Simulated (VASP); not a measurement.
# MnO (P4/nmm) in VASP: notebook

Runs on MnO. Level: PBE. Tasks: single point.

All numbers are computed with VASP 6.6.1; they aren't measurements. Logs are shortened: lines on timing, memory, paths and dates and some standing lists are left out, and cuts for length are marked.

### Step 1. The cell of the first run

Symmetry: P4/nmm, No. 129, tetragonal system. The conventional cell has a = 3.347 Å, b = 3.347 Å, c = 4.900 Å, α = 90.00°, β = 90.00°, γ = 90.00°. Mn (site symmetry -4m2) has 4 O at 2.12 Å and 4 Mn at 2.37 Å within 2.8 Å. Within 2.8 Å of O (site symmetry 4mm) lie 4 Mn at 2.12 Å.

### Step 2. Single point, PBE, collinear spin, ferromagnetic start

Input file INCAR:

```
SYSTEM = MnO
PREC = Accurate
ENCUT = 520
EDIFF = 1E-7
ISMEAR = -1
SIGMA = 0.05
LREAL = .FALSE.
LASPH = .TRUE.
NELM = 150
ALGO = Normal
ISIF = 2
LWAVE = .FALSE.
LCHARG = .FALSE.
ISPIN = 2
MAGMOM = 4 4 0 0
LORBIT = 11
LMAXMIX = 4
GGA = PE
NBANDS = 31
```

Input file KPOINTS:

```
Automatic mesh
0
G
  8 8 6
  0 0 0
```

Input file POSCAR:

```
MnO
1.0
    3.3465975164      0.0000000000      0.0000000000
    0.0000000000      3.3465975164      0.0000000000
    0.0000000000      0.0000000000      4.9000579064
Mn O
2 2
Direct
    0.0000000000      0.0000000000      0.0000000000
    0.5000000000      0.5000000000      0.0000000000
    0.5000000000      0.0000000000      0.2670000000
    0.0000000000      0.5000000000      0.7330000000
```

Potentials or basis: VASP PAW PBE potentials, release 64 (Mn_pv, O).

The run is started by

```sh
> cat potpaw_PBE.64/Mn_pv/POTCAR potpaw_PBE.64/O/POTCAR > POTCAR
> mpirun -np 1 vasp_std > vasp.out
```

OUTCAR:

```text
SYSTEM = MnO
   PREC = Accurate
   ENCUT = 520
   EDIFF = 1E-7
   ISMEAR = -1
   LREAL = .FALSE.
   LASPH = .TRUE.
   NELM = 150
   ISIF = 2
   ISPIN = 2
   LORBIT = 11
   GGA = PE

 ion  position               nearest neighbor table
   1  0.000  0.000  0.000-   3 2.12   4 2.12   4 2.12   3 2.12   2 2.37   2 2.37   2 2.37   2 2.37

   2  0.500  0.500  0.000-   3 2.12   4 2.12   3 2.12   4 2.12   1 2.37   1 2.37   1 2.37   1 2.37

   3  0.500  0.000  0.267-   1 2.12   2 2.12   2 2.12   1 2.12
   4  0.000  0.500  0.733-   1 2.12   2 2.12   1 2.12   2 2.12

  LATTYP: Found a simple tetragonal cell.
 ALAT       =     3.3465975164
 C/A-ratio  =     1.4641909827

  Lattice vectors:

 A1 = (   3.3465975164,   0.0000000000,   0.0000000000)
 A2 = (   0.0000000000,   3.3465975164,   0.0000000000)
 A3 = (   0.0000000000,   0.0000000000,   4.9000579064)

Analysis of symmetry for initial positions (statically):
=====================================================================
 Subroutine PRICEL returns:
 Original cell was already a primitive cell.

 Routine SETGRP: Setting up the symmetry group for a
 simple tetragonal supercell.

 Subroutine GETGRP returns: Found 16 space group operations
 (whereof  8 operations were pure point group operations)
 out of a pool of 16 trial point group operations.

The static configuration has the point symmetry D_2d.
 The point group associated with its full space group is D_4h.

Analysis of symmetry for dynamics (positions and initial velocities):
=====================================================================
 Subroutine PRICEL returns:
 Original cell was already a primitive cell.

 Routine SETGRP: Setting up the symmetry group for a
 simple tetragonal supercell.

 Subroutine GETGRP returns: Found 16 space group operations
 (whereof  8 operations were pure point group operations)
 out of a pool of 16 trial point group operations.

The dynamic configuration has the point symmetry D_2d.
 The point group associated with its full space group is D_4h.

Analysis of structural, dynamic, and magnetic symmetry:
=====================================================================
 Subroutine PRICEL returns:
 Original cell was already a primitive cell.

 Routine SETGRP: Setting up the symmetry group for a
 simple tetragonal supercell.

 Subroutine GETGRP returns: Found 16 space group operations
 (whereof  8 operations were pure point group operations)
 out of a pool of 16 trial point group operations.

The overall configuration has the point symmetry D_2d.
 The point group associated with its full space group is D_4h.

 Subroutine INISYM returns: Found 16 space group operations
 (whereof  8 operations are pure point group operations),
 and found     1 'primitive' translations

----------------------------------------------------------------------------------------

                                     Primitive cell

  volume of cell :      54.8793

  direct lattice vectors                    reciprocal lattice vectors
     3.346597516  0.000000000  0.000000000     0.298810955  0.000000000  0.000000000
     0.000000000  3.346597516  0.000000000     0.000000000  0.298810955  0.000000000
     0.000000000  0.000000000  4.900057906     0.000000000  0.000000000  0.204079221

  length of vectors
     3.346597516  3.346597516  4.900057906     0.298810955  0.298810955  0.204079221

  position of ions in fractional coordinates (direct lattice)
     0.000000000  0.000000000  0.000000000
     0.500000000  0.500000000  0.000000000
     0.500000000  0.000000000  0.267000000
     0.000000000  0.500000000  0.733000000

  ion indices of the primitive-cell ions
   primitive index   ion index
                 1           1
                 2           2
                 3           3
                 4           4

----------------------------------------------------------------------------------------

 KPOINTS: Automatic mesh

Automatic generation of k-mesh.
 Grid dimensions read from file:
 generate k-points for:    8    8    6

 Generating k-lattice:

  Cartesian coordinates                     Fractional coordinates (reciprocal lattice)
     0.037351369  0.000000000  0.000000000     0.125000000  0.000000000  0.000000000
     0.000000000  0.037351369  0.000000000     0.000000000  0.125000000  0.000000000
     0.000000000  0.000000000  0.034013203     0.000000000  0.000000000  0.166666667

  Length of vectors
     0.037351369  0.037351369  0.034013203

  Shift w.r.t. Gamma in fractional coordinates (k-lattice)
     0.000000000  0.000000000  0.000000000

 Subroutine IBZKPT returns following result:
 ===========================================

 Found     60 irreducible k-points:

 Following reciprocal coordinates:
            Coordinates               Weight
  0.000000  0.000000  0.000000      1.000000
  0.125000  0.000000  0.000000      4.000000
  0.250000  0.000000  0.000000      4.000000
  0.375000  0.000000  0.000000      4.000000
  0.500000  0.000000  0.000000      2.000000
  0.125000  0.125000  0.000000      4.000000
[... 16 lines left out ...]
  0.375000  0.125000  0.166667     16.000000
  0.500000  0.125000  0.166667      8.000000
 [... further k-points ...]
   k-points           NKPTS =     60   k-points in BZ     NKDIM =     60   number of bands    NBANDS=     31
   number of dos      NEDOS =    301   number of ions     NIONS =      4
   total plane-waves  NPLWV =  28224
   dimension x,y,z NGX =    28 NGY =   28 NGZ =   36
   dimension x,y,z NGXF=    56 NGYF=   56 NGZF=   72
   ions per type =               2   2
   NGX,Y,Z   is equivalent  to a cutoff of  13.91, 13.91, 12.21 a.u.
   NGXF,Y,Z  is equivalent  to a cutoff of  27.82, 27.82, 24.43 a.u.
 SYSTEM =  MnO
   PREC   = accura    normal or accurate (medium, high low for compatibility)
   ISTART =      0    job   : 0-new  1-cont  2-samecut
   ICHARG =      2    charge: 1-file 2-atom 10-const
   ISPIN  =      2    spin polarized calculation?
   LNONCOLLINEAR =      F non collinear calculations
   LSORBIT =      F    spin-orbit coupling
   LASPH  =      T    aspherical Exc in radial PAW
   ENCUT  =  520.0 eV  38.22 Ry    6.18 a.u.   6.22  6.22  9.11*2*pi/ulx,y,z
   NELM   =    150;   NELMIN=  2; NELMDL= -5     # of ELM steps
   EDIFF  = 0.1E-06   stopping-criterion for ELM
   LREAL  =      F    real-space projection
   EDIFFG = 0.1E-05   stopping-criterion for IOM
   NSW    =      0    number of steps for IOM
   IBRION =     -1    ionic relax: 0-MD 1-quasi-New 2-CG
   NFREE  =      0    steps in history (QN), initial steepest desc. (CG)
   ISIF   =      2    stress and relaxation
   ISYM   =      2    0-nonsym 1-usesym 2-fastsym
   POTIM  = 0.5000    time-step for ionic-motion
   TEBEG  =    0.0;   TEEND  =   0.0 temperature during run
   PSTRESS=    0.0 pullay stress
   NELECT =      38.0000    total number of electrons
   NUPDOWN=      -1.0000    fix difference up-down
   EMIN   =  10.00;   EMAX   =-10.00  energy-range for DOS
   EFERMI =   0.00;   METHOD = LEGACY
   ISMEAR =    -1;   SIGMA  =   0.05  broadening in eV -4-tet -1-fermi 0-gaus
   EFERMI_NEDOS =   21; number of points for ismear=-14 and -15
   IALGO  =     38    algorithm
   IMIX   =      4    mixing-type and parameters
     AMIX     =   0.40;   BMIX     =  1.00
     AMIX_MAG =   1.60;   BMIX_MAG =  1.00
  volume/ion in A,a.u.               =      13.72        92.59
  Fermi-wavevector in a.u.,A,eV,Ry     =   1.448327  2.736941 28.540277  2.097651
  Thomas-Fermi vector in A             =   2.566181
   LORBIT       =     11    0 simple, 1 ext, 2 COOP (PROOUT), +10 PAW based schemes
   GGA     = PE    functional components
   LHFCALC =     F    Hartree Fock is set to
   AEXX    =    0.0000 exact exchange contribution
   IVDW    =     0    specifies the selected vdW correction
   LEPSILON=     F    determine dielectric tensor
   LRPA    =     F    only Hartree local field effects (RPA)
 spin polarized calculation
  energy-cutoff  :      520.00
  volume of cell :       54.88
 maximum number of plane-waves:      1504
 NGX is ok and might be reduce to    28
   NGX = 13   NGY = 13   NGZ = 19

 number of electron      38.0000021 magnetization       2.7824547

 Free energy of the ion-electron system (eV)
  ---------------------------------------------------
  ext. energy  EPLUGINS =         0.00000000
  ---------------------------------------------------
  free energy    TOTEN  =       -29.71691328 eV

  energy without entropy =      -29.69163830  energy(sigma->0) =      -29.70427579

 E-fermi :   3.6933     XC(G=0): -10.2704

 val. band max:        3.6911673063   @ k =   0.1250   0.0000   0.5000
 cond. band min:       3.6957493696   @ k =   0.1250   0.0000   0.5000
 fundamental gap:      0.0045820633
 Fermi energy:         3.6933087070

 spin component 1

 k-point     1 :       0.0000    0.0000    0.0000
  band No.  band energies     occupation
      1     -45.7020      1.00000
      2     -45.7020      1.00000
      3     -45.5370      1.00000
      4     -45.3982      1.00000
      5     -45.1761      1.00000
      6     -45.1761      1.00000
[... 805 lines left out ...]
     30      15.8214      0.00000
     31      17.3084      0.00000

 [... further k-points ...]

 spin component 2

 k-point     1 :       0.0000    0.0000    0.0000
  band No.  band energies     occupation
      1     -44.1042      1.00000
      2     -44.1042      1.00000
      3     -43.7870      1.00000
      4     -43.6375      1.00000
      5     -43.5465      1.00000
      6     -43.5465      1.00000
[... 805 lines left out ...]
     30      16.0445      0.00000
     31      17.7017      0.00000

 [... further k-points ...]

------------------------ aborting loop because EDIFF is reached ----------------------------------------

  FORCE on cell =-STRESS in cart. coord.  units (eV):
  Direction    XX          YY          ZZ          XY          YZ          ZX
  --------------------------------------------------------------------------------------
  -------------------------------------------------------------------------------------
  Total       -5.8142354     -5.8142354     -8.6425984      0.0000000      0.0000000      0.0000000
  in kB     -169.7442261   -169.7442261   -252.3171278      0.0000000      0.0000000      0.0000000
  external PRESSURE =    -197.2685267 kB  Pullay stress =       0.0000000 kB

 VOLUME and BASIS-vectors are now :
 -----------------------------------------------------------------------------
  energy-cutoff  :      520.00
  volume of cell :       54.88
      direct lattice vectors                 reciprocal lattice vectors
     3.346597516  0.000000000  0.000000000     0.298810955  0.000000000  0.000000000
     0.000000000  3.346597516  0.000000000     0.000000000  0.298810955  0.000000000
     0.000000000  0.000000000  4.900057906     0.000000000  0.000000000  0.204079221

 POSITION                                       TOTAL-FORCE (eV/Angst)
 -----------------------------------------------------------------------------------
      0.00000      0.00000      0.00000         0.000000      0.000000      0.000000
      1.67330      1.67330      0.00000        -0.000000     -0.000000      0.000000
      1.67330      0.00000      1.30832        -0.000000      0.000000     -3.301224
      0.00000      1.67330      3.59174         0.000000      0.000000      3.301224
 -----------------------------------------------------------------------------------
    total drift:                                0.000000      0.000000     -0.000000

  FREE ENERGIE OF THE ION-ELECTRON SYSTEM (eV)
  ---------------------------------------------------
  free  energy   TOTEN  =       -29.7169132807 eV

  energy  without entropy=      -29.6916383028  energy(sigma->0) =      -29.70427579

 total charge

# of ion       s       p       d       tot
------------------------------------------
    1        0.274   6.286   5.142  11.702
    2        0.274   6.286   5.142  11.702
    3        1.585   3.242   0.000   4.827
    4        1.585   3.242   0.000   4.827
--------------------------------------------------
tot          3.719  19.054  10.285  33.058

 magnetization (x)

# of ion       s       p       d       tot
------------------------------------------
    1        0.009   0.013   1.506   1.527
    2        0.009   0.013   1.506   1.527
    3        0.001  -0.148   0.000  -0.147
    4        0.001  -0.148   0.000  -0.147
--------------------------------------------------
tot          0.019  -0.270   3.011   2.760
```

Wall time 4.7 min (1 thread of Intel Xeon 8259CL, shared host); peak memory 0.29 GiB.

What came out:

```
Free energy                                           : -29.7169 eV
Pressure                                              : -19.7 GPa
Largest force                                         : 3.301 eV/Å
Net moment                                            : 2.78 μB per cell
Site moments                                          : Mn +1.53; O -0.15 μB
Valence electrons inside the program's atomic spheres : Mn 11.70; O 4.83
```

Forces on the atoms (eV/Å):
```
Mn   0.000  0.000  0.000
Mn   0.000  0.000  0.000
O    0.000  0.000 -3.301
O    0.000  0.000  3.301
```

Caveat: the cell stands under tension; semilocal functionals often make such compounds metallic where correlation or magnetic order opens a gap, which also shifts bond lengths; only a ferromagnetic start was run, and an antiferromagnetic order may lie lower in energy; forces of over 1 eV/Å act on the atoms, so gaps and moduli don't describe the material at rest. With open d or f shells a metallic result of PBE can be an artefact of self-interaction; +U or a hybrid may open a gap.

### Step 3. Single point, PBE, collinear spin, ferromagnetic start

This run uses another cell than the first one, of 13.99 Å³/atom.

Input file INCAR:

```
SYSTEM = MnO
ALGO = Normal
EDIFF = 1E-6
ENCUT = 520
GGA = PE
ISIF = 2
ISMEAR = -1
ISPIN = 2
LASPH = .TRUE.
LCHARG = .TRUE.
LELF = .TRUE.
LMAXMIX = 4
LORBIT = 11
LREAL = .FALSE.
LVHAR = .TRUE.
LWAVE = .FALSE.
MAGMOM = 4 4 0 0
NBANDS = 31
NELM = 150
PREC = Accurate
SIGMA = 0.05
```

Input file KPOINTS:

```
k-points
0
G
  8 8 6
  0 0 0
```

Input file POSCAR:

```
MnO
1.0
    3.3683292780      0.0000000000      0.0000000000
    0.0000000000      3.3683292780      0.0000000000
    0.0000000000      0.0000000000      4.9318773558
Mn O
2 2
Direct
    0.0000000000      0.0000000000      0.0000000000
    0.5000000000      0.5000000000      0.0000000000
    0.5000000000      0.0000000000      0.2670000000
    0.0000000000      0.5000000000      0.7330000000
```

Potentials or basis: VASP PAW PBE potentials, release 64 (Mn_pv, O).

The run is started by

```sh
> cat potpaw_PBE.64/Mn_pv/POTCAR potpaw_PBE.64/O/POTCAR > POTCAR
> mpirun -np 1 vasp_std > vasp.out
```

It took 2 min on 1 thread of Intel Xeon Platinum 8488C (Sapphire Rapids), shared host; peak memory 0.29 GiB.

The run converged. Its results:

```
Free energy                                           : -29.5806 eV
Pressure                                              : -21.1 GPa
Largest force                                         : 3.419 eV/Å
Net moment                                            : 2.80 μB per cell
Site moments                                          : Mn +1.54; O -0.15 μB
Valence electrons inside the program's atomic spheres : Mn 11.67; O 4.82
```

Forces on the atoms (eV/Å):
```
Mn   0.000  0.000  0.000
Mn   0.000  0.000  0.000
O    0.000  0.000 -3.419
O    0.000  0.000  3.419
```

Stress tensor (GPa, compression positive):
```
-18.79   0.00   0.00
  0.00 -18.79   0.00
  0.00   0.00 -25.87
```

Levels at points of the mesh, in eV from the Fermi level:
Spin up:
| k point | band 17 | band 18 | band 19 | band 20 | band 21 | band 22 | band 23 | band 24 |
| --- | --- | --- | --- | --- | --- | --- | --- | --- |
| (0.00, 0.00, 0.00) | -0.79 | -0.66 | 0.00 | 0.00 | 0.04 | 0.38 | 0.55 | 0.55 |
| (0.50, 0.00, 0.00) | -1.66 | -1.66 | -1.33 | -1.33 | 0.40 | 0.40 | 0.43 | 0.43 |
| (0.50, 0.50, 0.00) | -2.02 | -2.02 | -0.86 | -0.86 | -0.27 | -0.27 | 0.82 | 0.82 |
| (0.00, 0.00, 0.50) | -0.94 | -0.63 | 0.04 | 0.06 | 0.06 | 0.46 | 0.46 | 1.59 |
| (0.50, 0.00, 0.50) | -1.67 | -1.67 | -1.34 | -1.34 | 0.47 | 0.47 | 0.54 | 0.54 |
| (0.50, 0.50, 0.50) | -2.24 | -2.24 | -0.98 | -0.98 | -0.27 | -0.27 | 0.87 | 0.87 |
Spin down:
```csv
k point,band 15,band 16,band 17,band 18,band 19,band 20,band 21,band 22
"(0.00, 0.00, 0.00)",-2.88,-0.54,-0.28,0.79,0.96,1.44,1.44,1.49
"(0.50, 0.00, 0.00)",-0.74,-0.74,-0.63,-0.63,0.32,0.32,1.46,1.46
"(0.50, 0.50, 0.00)",-1.68,-1.68,-1.11,-1.11,0.94,0.94,1.36,1.36
"(0.00, 0.00, 0.50)",-2.88,-0.34,-0.21,1.01,1.39,1.39,1.53,1.53
"(0.50, 0.00, 0.50)",-0.76,-0.76,-0.56,-0.56,0.31,0.31,1.50,1.50
"(0.50, 0.50, 0.50)",-1.57,-1.57,-1.21,-1.21,0.86,0.86,1.36,1.36
```

Caveat: the cell stands under tension; semilocal functionals often make such compounds metallic where correlation or magnetic order opens a gap, which also shifts bond lengths; only a ferromagnetic start was run, and an antiferromagnetic order may lie lower in energy; forces of over 1 eV/Å act on the atoms, so gaps and moduli don't describe the material at rest. With open d or f shells a metallic result of PBE can be an artefact of self-interaction; +U or a hybrid may open a gap.

(Part 1 of 2 ends here.)
